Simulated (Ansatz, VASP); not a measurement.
# One calculation of Au, two programs

INCAR

```
SYSTEM = Au
  PREC = Accurate
  ENCUT = 600
  EDIFF = 1E-6
  ISMEAR = 0
  SIGMA = 0.1
  LREAL = .False.
  LASPH = .True.
  NELM = 100
  ALGO = Normal
  ISIF = 3
  LWAVE = .False.
  LCHARG = .False.
  GGA = PE
  IBRION = 2
  NSW = 100
  EDIFFG = -0.01
```

File KPOINTS:

```
Automatic mesh
0
Gamma
  18 18 16
  0 0 0
```

The input POSCAR:

```
Au
1.0
    2.8394863025      0.0000000000      0.0000000000
   -1.4197431513      2.4590672717      0.0000000000
    0.0000000000      0.0000000000      2.7762772587
Au
1
Direct
    0.0000000000      0.0000000000      0.0000000000
```

Input for Ansatz:

```yaml
crystal:
  lattice:
    - [2.8394863025, 0.0, 0.0]
    - [-1.4197431513, 2.4590672717, 0.0]
    - [0.0, 0.0, 2.7762772587]
  atoms:
    - { symbol: Au, position: [0.0, 0.0, 0.0] }
basis:
  ecutwfc: 420
kpoints:
  mp_grid: { grid: [18, 18, 16] }
hamiltonian:
  xc: pbe
scf:
  occupations: { method: gaussian, width: 0.1 }
output:
  forces: true
  stress: true
  eigenvalues: true
relax:
  adjacent_minimum: "off"
  f_tol: 0.01
  max_steps: 80
  cell: { stress_tol: 0.05 }
```

Alike in both runs: task relaxation of cell and atoms; functional PBE; k mesh 18 × 18 × 16; occupations gaussian, width 0.1 eV; no spin polarisation.

```csv
,VASP,Ansatz
version,VASP 6.6.1,Ansatz 0.2.0
potentials or method,"VASP PAW PBE potentials, release 64 (Au), cutoff 600 eV","scalar-relativistic, plane waves, PAW"
valence electrons in the cell,11,19
```

|  | VASP | Ansatz | Ansatz less VASP |
| --- | --- | --- | --- |
| gap on the k mesh at the Fermi level, each at its own relaxed structure (eV) | none | none | - |
| relaxed volume (Å³/atom) | 19.33 | 19.35 | +0.018 |
| relaxed length of the cell vector where the two differ most in proportion (Å) | 2.801 | 2.802 | +0.0010 |

A gap of «none» marks a metal or a gap that the smearing closes. VASP's potentials hold 11 valence electrons a cell and Ansatz's 19, so a difference there can come from the potentials and not from the codes.

Spin-orbit coupling is off throughout.
